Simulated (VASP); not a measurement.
Runs of VASP 6.6.1 on KCl. The structure is that of space group I4/mmm (No. 139), or close to it. The cells are those of the table. 

| cell | gap on the mesh (eV) | pressure (GPa) |
| --- | --- | --- |
| a = 4.435, b = 4.435, c = 4.525 Å, angles 59.3, 59.3, 61.3°, 2 atoms | 5.77 | -0.1 |
| a = 4.545, b = 4.545, c = 4.324 Å, angles 61.6, 61.6, 56.8°, 2 atoms | 5.74 | 0.3 |
| a = 4.870, b = 4.870, c = 3.977 Å, angles 65.9, 65.9, 48.2°, 2 atoms | (b) | 5.5 |
| a = 4.345, b = 4.345, c = 5.153 Å, angles 53.6, 53.6, 72.7°, 2 atoms | 3.51 | (a) |
| a = 4.373, b = 4.373, c = 4.712 Å, angles 57.4, 57.4, 65.2°, 2 atoms | 5.53 | 1.6 |

Alike in all rows: task single point; level r2SCAN; potentials or basis VASP PAW PBE potentials, release 64 (K_sv, Cl); no spin polarisation; k mesh 8 × 8 × 8; cutoff (eV) 520; smearing gaussian 0.05 eV.

Q: Fill in the values left out.

A: (a) 16.5; (b) 5.29.

Caveats: the PAW data sets were made with another functional, which shifts forces and pressure a little.

A k mesh can miss the band edges.
